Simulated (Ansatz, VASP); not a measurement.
Na in VASP and in Ansatz

```
Na
1.0
     0.00000    4.01216    4.01216
     4.01216    0.00000    4.01216
     4.01216    4.01216    0.00000
Na
2
Direct
  0.12500 0.12500 0.12500
  0.87500 0.87500 0.87500
```

Alike in both runs: task single point; functional BLYP; k mesh 8 × 8 × 8; occupations fermi-dirac, width 0.1 eV; no spin polarisation.

```csv
,VASP,Ansatz
version,VASP 6.6.1,Ansatz 0.2.0
potentials or method,"VASP PAW PBE potentials, release 64 (Na_pv), cutoff 520 eV","plane waves (420 eV) with PAW, scalar-relativistic"
valence electrons in the cell,14,18
```

|  | VASP | Ansatz | Ansatz less VASP |
| --- | --- | --- | --- |
| pressure (GPa) | 0.0 | 0.0 | +0.01 |

VASP's potentials were made for PBE, not for BLYP. With one functional, cell and mesh, what is left measures potentials, basis and numerics. VASP's potentials hold 14 valence electrons a cell and Ansatz's 18, so a difference there can come from the potentials and not from the codes.
